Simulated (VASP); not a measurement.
Runs of VASP 6.6.1 on CuO2. The structure is that of space group Fm-3m (No. 225), or close to it. The cells are those of the table. 

| level | spin | U | cell | k mesh | smearing | gap on the mesh (eV) | pressure (GPa) | moment (μB) |
| --- | --- | --- | --- | --- | --- | --- | --- | --- |
| r2SCAN | off | - | a = 3.372 Å, angles 60.0°, 3 atoms | 16 × 16 × 16 | gaussian 0.1 eV | none | 0.9 | - |
| PBEsol | off | - | a = 3.363 Å, angles 60.0°, 3 atoms | 16 × 16 × 16 | gaussian 0.1 eV | none | 0.5 | - |
| PBEsol | collinear, ferromagnetic start | - | a = 3.372 Å, angles 60.0°, 3 atoms | 16 × 16 × 16 | gaussian 0.1 eV | none | (a) | 1.92 |
| PBEsol | collinear, ferromagnetic start | - | a = 3.370 Å, angles 60.0°, 3 atoms | 8 × 8 × 8 | gaussian 0.1 eV | none | 0.8 | (b) |
| PBEsol | off | - | a = 3.372 Å, angles 60.0°, 3 atoms | 16 × 16 × 16 | gaussian 0.1 eV | none | -1.3 | - |
| PBEsol+U | off | Cu d U = 4.0 eV | a = 3.372 Å, angles 60.0°, 3 atoms | 16 × 16 × 16 | gaussian 0.05 eV | none | -2.9 | - |

Alike in all rows: task single point; potentials or basis VASP PAW PBE potentials, release 64 (Cu, O); cutoff (eV) 520.

**Question.** Fill in the values left out.

**Answer.** (a) 0.7; (b) 1.77.

Caveats: the PAW data sets were made with another functional, which shifts forces and pressure a little; semilocal functionals often make such compounds metallic where correlation or magnetic order opens a gap, which also shifts bond lengths (some runs); an odd number of electrons without spin polarisation forces a metal (some runs); a magnetic or distorted state may lie lower (some runs); a cell with one magnetic atom can't hold antiferromagnetic order, which such compounds often take (some runs); U without spin polarisation on a metal has little footing (some runs).

A gap of «none» marks levels without a gap at the run's occupations.
